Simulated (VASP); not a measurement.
Input of a VASP 6.6.1 run:

INCAR

```
SYSTEM = Pd
PREC = Accurate
ENCUT = 520
EDIFF = 1E-6
ISMEAR = 0
SIGMA = 0.1
LREAL = .FALSE.
LASPH = .TRUE.
NELM = 60
ALGO = Normal
ISIF = 2
LWAVE = .FALSE.
LCHARG = .TRUE.
GGA = PE
LELF = .TRUE.
LVHAR = .TRUE.
NBANDS = 50
```

Contents of KPOINTS:

```
Automatic mesh
0
G
  4 4 4
  0 0 0
```

The input POSCAR:

```
Pd
1.0
   -3.4419983808      3.4419983808      3.4419983808
    3.4419983808     -3.4419983808      3.4419983808
    3.4419983808      3.4419983808     -3.4419983808
Pd
8
Direct
    0.2324049311      0.2324049311      0.2324049311
    0.5000000000      0.0000000000      0.2675950689
    0.2675950689      0.5000000000      0.0000000000
    0.0000000000      0.2675950689      0.5000000000
    0.7675950689      0.7675950689      0.7675950689
    0.5000000000      0.0000000000      0.7324049311
    0.7324049311      0.5000000000      0.0000000000
    0.0000000000      0.7324049311      0.5000000000
```

Potentials or basis: VASP PAW PBE potentials, release 64 (Pd).

Launch:

```console
$ cat potpaw_PBE.64/Pd/POTCAR > POTCAR
$ mpirun -np 1 vasp_std > vasp.out
```

Question: Predict the pressure.

Answer: -0.1 GPa.

Question: Predict the band gap on the k mesh.

Answer: Zero (bands 40 and 41 overlap by 0.31 eV).

Forces on the atoms (eV/Å):
```
Pd  -0.002 -0.002 -0.002
Pd   0.002  0.002 -0.002
Pd  -0.002  0.002  0.002
Pd   0.002 -0.002  0.002
Pd   0.002  0.002  0.002
Pd  -0.002 -0.002  0.002
Pd   0.002 -0.002 -0.002
Pd  -0.002  0.002 -0.002
```
